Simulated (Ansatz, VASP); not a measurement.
## CdTe in VASP and in Ansatz

```
Cd Te
1.0
     4.11683    0.00000    0.00000
    -2.05842    3.56528    0.00000
     0.00000    0.00000    9.42638
Cd Te
2 2
Direct
  0.00000 0.00000 0.22249
  0.00000 0.00000 0.77751
  0.00000 0.00000 0.00000
  0.00000 0.00000 0.50000
```

Alike in both runs: task single point; functional PBE; k mesh 6 × 6 × 2; occupations gaussian, width 0.1 eV; no spin polarisation.

|  | VASP | Ansatz |
| --- | --- | --- |
| version | VASP 6.6.1 | Ansatz 0.2.0 |
| potentials or method | VASP PAW PBE potentials, release 64 (Cd, Te), cutoff 520 eV | scalar-relativistic, plane waves, PAW |
| valence electrons in the cell | 36 | 72 |

```csv
,VASP,Ansatz,Ansatz less VASP
gap on the k mesh at the Fermi level (eV),none,none,-
pressure (GPa),23.4,23.3,-0.09
"traceless stress, the component that is largest in VASP (GPa)",43.73,43.62,-0.108
rms of the force components (eV/Å),5.005,5.022,+0.0169
```

Atom by atom the forces differ by 0.017 eV/Å (rms over components). A gap of «none» marks a metal or a gap that the smearing closes. VASP's potentials hold 36 valence electrons a cell and Ansatz's 72, so a difference there can come from the potentials and not from the codes.

Spin-orbit coupling is off throughout.
